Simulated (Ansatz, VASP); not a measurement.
**Two plane-wave programs on AlP**

POSCAR

```
AlP
1.0
    0.0000000000      2.6833784921      2.6833784921
    2.6833784921      0.0000000000      2.6833784921
    2.6833784921      2.6833784921      0.0000000000
Al P
1 1
Direct
    0.0000000000      0.0000000000      0.0000000000
    0.2500000000      0.2500000000      0.2500000000
```

File INCAR.step1:

```
PREC = Accurate
ENCUT = 550
ISMEAR = -1
SIGMA = 0.08
LREAL = False
LASPH = True
NELM = 120
NBANDS = 11
GGA = PE
ALGO = Normal
EDIFF = 1E-5
LWAVE = True
LCHARG = False
GGA_COMPAT = False
```

File INCAR.step2:

```
PREC = Accurate
ENCUT = 550
EDIFF = 1E-6
ISMEAR = -1
SIGMA = 0.08
LREAL = False
LASPH = True
NELM = 120
ALGO = Normal
ISIF = 2
LWAVE = False
LCHARG = False
METAGGA = R2SCAN
LMIXTAU = True
NBANDS = 11
ISTART = 1
GGA_COMPAT = False
```

KPOINTS

```
regular mesh
0
Gamma
  12 12 12
```

Input for Ansatz:

```yaml
crystal:
  lattice:
    - [0.0, 2.6833784921, 2.6833784921]
    - [2.6833784921, 0.0, 2.6833784921]
    - [2.6833784921, 2.6833784921, 0.0]
  atoms:
    - { symbol: Al, position: [0.0, 0.0, 0.0] }
    - { symbol: P, position: [0.25, 0.25, 0.25] }
kpoints:
  mp_grid: { grid: [12, 12, 12] }
scf:
  occupations: { method: fermi_dirac, width: 0.08 }
hamiltonian:
  xc: r2scan
  pseudopotentials: { kind: paw }
output:
  forces: true
  stress: true
  eigenvalues: true
  populations: true
```

Change from the starting cell: volume scaled by 0.94, PAW files.

Alike in both runs: task single point; functional r2SCAN; k mesh 12 × 12 × 12; occupations fermi-dirac, width 0.08 eV; no spin polarisation.

```csv
,VASP,Ansatz
version,VASP 6.6.1,Ansatz 0.2.0
potentials or method,"VASP PAW PBE potentials, release 64 (Al, P)","PAW with Ansatz's default frozen-core files, scalar-relativistic"
plane-wave cutoff (eV),550,500
valence electrons in the cell,8,8
```

Ansatz gave:

```
pressure (GPa) : 6.3
```

Q: Estimate VASP's values.

A: Pressure (GPa): 6.0.

VASP's potentials were made for PBE, not for r2SCAN.
